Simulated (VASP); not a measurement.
A run of VASP 6.6.1 is set up as follows.

Contents of INCAR:

```
SYSTEM = GaN
PREC = Accurate
ENCUT = 600
EDIFF = 1E-8
ISMEAR = 0
SIGMA = 0.01
LREAL = .False.
LASPH = .True.
NELM = 80
ALGO = Normal
ISIF = 3
LWAVE = .False.
LCHARG = .True.
GGA = PS
NBANDS = 16
IBRION = 6
NFREE = 2
POTIM = 0.015
NSW = 1
```

The input KPOINTS:

```
regular mesh
0
Gamma
  8 8 8
  0 0 0
```

Contents of POSCAR:

```
GaN
1.0
    0.0000000000      2.2491407148      2.2491407148
    2.2491407148      0.0000000000      2.2491407148
    2.2491407148      2.2491407148      0.0000000000
Ga N
1 1
Direct
    0.0000000000      0.0000000000      0.0000000000
    0.2500000000      0.2500000000      0.2500000000
```

Potentials or basis: VASP PAW PBE potentials, release 64 (Ga_d, N).

Run with:

```bash
$ cat potpaw_PBE.64/Ga_d/POTCAR potpaw_PBE.64/N/POTCAR > POTCAR
$ mpirun -np 1 vasp_std > vasp.out
```

(1) Predict the elastic constants C11, C12, C44.

(2) What does it give for the Voigt bulk modulus?

(3) What does it give for the highest phonon frequency at Γ, LO-TO splitting left out?

Answers

(1) 269, 145, 153 GPa.

(2) 186 GPa.

(3) 533 cm⁻¹.

Caveat: the PAW data sets were made with another functional, which shifts forces and pressure a little.
